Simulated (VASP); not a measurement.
Input of a VASP 6.6.1 run:

File INCAR:

```
SYSTEM = Si
  PREC = Accurate
  ENCUT = 520
  EDIFF = 1E-6
  ISMEAR = 0
  SIGMA = 0.02
  LREAL = .False.
  LASPH = .True.
  NELM = 60
  ALGO = Normal
  ISIF = 2
  LWAVE = .False.
  LCHARG = .False.
  GGA = PE
  NBANDS = 36
```

KPOINTS

```
regular mesh
0
Gamma
  8 8 8
  0 0 0
```

POSCAR

```
Si
1.0
   -3.8882831959      3.8882831959      3.8882831959
    3.8882831959     -3.8882831959      3.8882831959
    3.8882831959      3.8882831959     -3.8882831959
Si
12
Direct
    0.1250000000      0.7500000000      0.8750000000
    0.7500000000      0.3750000000      0.6250000000
    0.6250000000      0.3750000000      0.2500000000
    0.7500000000      0.8750000000      0.1250000000
    0.1250000000      0.8750000000      0.2500000000
    0.2500000000      0.1250000000      0.8750000000
    0.8750000000      0.1250000000      0.7500000000
    0.3750000000      0.6250000000      0.7500000000
    0.3750000000      0.2500000000      0.6250000000
    0.8750000000      0.2500000000      0.1250000000
    0.2500000000      0.6250000000      0.3750000000
    0.6250000000      0.7500000000      0.3750000000
```

Potentials or basis: VASP PAW PBE potentials, release 64 (Si).

The run is started by

```bash
$ cat potpaw_PBE.64/Si/POTCAR > POTCAR
$ mpirun -np 1 vasp_std > vasp.out
```

(1) Predict the band gap on the k mesh.

(2) Estimate the pressure.

## Answers

(1) 0.35 eV (least direct gap 0.38 eV).

(2) -0.1 GPa.
